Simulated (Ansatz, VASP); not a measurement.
## Two plane-wave programs on MoS2

```
Mo S
1.0
     3.14118    0.00000    0.00000
    -1.57059    2.72035    0.00000
     0.00000    0.00000    6.12471
Mo S
1 2
Direct
  0.00000 0.00000 0.50000
  0.33333 0.66667 0.26555
  0.66667 0.33333 0.78343
```

Change from the starting cell: all S atoms moved +0.150 Å, as atom 2 along Cartesian [0 0 1].

Alike in both runs: task single point; functional PBEsol; k mesh 18 × 18 × 8; occupations gaussian, width 0.15 eV; no spin polarisation.

```csv
,VASP,Ansatz
version,VASP 6.6.1,Ansatz 0.2.0
potentials or method,"VASP PAW PBE potentials, release 64 (Mo_sv, S), cutoff 520 eV","scalar-relativistic, plane waves, PAW"
valence electrons in the cell,26,26
```

Ansatz gave:

- gap on the k mesh at the Fermi level (eV): none
- pressure (GPa): 1.8
- traceless stress, the component that is largest in VASP (GPa): -0.43
- rms of the force components (eV/Å): 1.348

Task: Which values does VASP return?

Result: gap on the k mesh at the Fermi level (eV): none; pressure (GPa): 1.8; traceless stress, the component that is largest in VASP (GPa): -0.40; rms of the force components (eV/Å): 1.352.

VASP's potentials were made for PBE, not for PBEsol. Atom by atom the forces differ by 0.004 eV/Å (rms over components). A gap of «none» marks a metal or a gap that the smearing closes. With one functional, cell and mesh, what is left measures potentials, basis and numerics.
